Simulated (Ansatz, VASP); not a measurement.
**PtS2, level by level in two programs**

```
Pt S
1.0
     3.47087    0.00000    0.00000
    -1.73543    3.00586    0.00000
     0.00000    0.00000    4.93594
Pt S
1 2
Direct
  0.00000 0.00000 0.00000
  0.66667 0.33333 0.77300
  0.33333 0.66667 0.22700
```

Single points on this cell with VASP 6.6.1 and Ansatz 0.2.0. Each row is one pair of runs. Alike in all rows: spin: off; smearing: fermi-dirac, width 0.05 eV; VASP's potentials, cutoff: VASP PAW PBE potentials, release 64 (Pt, S), 520 eV.

```tsv
level	k mesh	Ansatz's potentials, cutoff	gap on the k mesh at the Fermi level (eV), VASP	gap on the k mesh at the Fermi level (eV), Ansatz	least direct gap on the mesh (eV), VASP	least direct gap on the mesh (eV), Ansatz	pressure (GPa), VASP	pressure (GPa), Ansatz
PBE	7 × 7 × 5	Ansatz PAW, 420 eV	0.95	0.93	1.24	1.22	23.6	24.2
r2SCAN	7 × 7 × 5	Ansatz PAW, 500 eV	1.12	1.12	1.43	1.42	21.9	22.0
r2SCAN	9 × 9 × 5	Ansatz PAW, 500 eV	1.27	1.27	1.33	1.33	21.9	21.9
```

Gap on the k mesh at the fermi level (eV): the two programs differ by at most 0.016; least direct gap on the mesh (eV): the two programs differ by at most 0.022; pressure (GPa): the two programs differ by at most 0.61.

VASP's potentials hold 22 valence electrons a cell and Ansatz's 30, so a difference there can come from the potentials and not from the codes.

Neither program's run includes spin-orbit coupling. Noted on Ansatz's runs: odd divisions of the mesh miss points on the zone boundary, where band edges often lie, so the gap on the mesh can be too wide.
